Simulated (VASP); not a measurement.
BaTiO3:

```xyz
5
Lattice="3.9791 0.0000 0.0000 0.0000 3.9791 0.0000 0.0000 0.0000 3.9791" Properties=species:S:1:pos:R:3 pbc="T T T"
Ba    1.9896    1.9896    1.9896
Ti    0.0000    0.0000    0.0000
O     0.0000    0.0000    1.9896
O     0.0000    1.9896    0.0000
O     1.9896    0.0000    0.0000
```

Base run:

```yaml
Program: VASP 6.6.1
Functional: r2SCAN
Potentials_or_basis: VASP PAW PBE potentials, release 64 (Ba_sv, Ti_sv, O)
Cutoff: 520 eV
k_mesh: 7 × 7 × 7
Occupations: fermi-dirac, width 0.05 eV
Spin: no spin polarisation
```

Its results: band gap on the k mesh 2.24 eV, indirect (least direct gap 2.32 eV); pressure 4.2 GPa.

After a change of settings the same cell gave: band gap on the k mesh 1.80 eV, indirect (least direct gap 1.86 eV); pressure 0.4 GPa. Which change was it?
A. functional from r2SCAN to PBE
B. functional from r2SCAN to PBE; further incar settings from ALGO = Normal; EDIFF = 1e-06; NBANDS = 28 to ALGO = Normal; EDIFF = 1e-07; NBANDS = 28
C. functional from r2SCAN to PBEsol; potentials or basis from VASP PAW PBE potentials, release 64 (Ba_sv, Ti_sv, O) to VASP PAW PBE potentials, release 64 (Ba_sv, Ti_sv, O_h); cutoff from 520 eV to 910 eV

C.

Caveats: the PAW data sets were made with another functional, which shifts forces and pressure a little; spin-orbit coupling is left out, which moves the levels of the heavy elements; the cutoff is under 1.25 times the usual one of these potentials, so pressure, stress and relaxed cells hold a basis-set (Pulay) error (some runs).
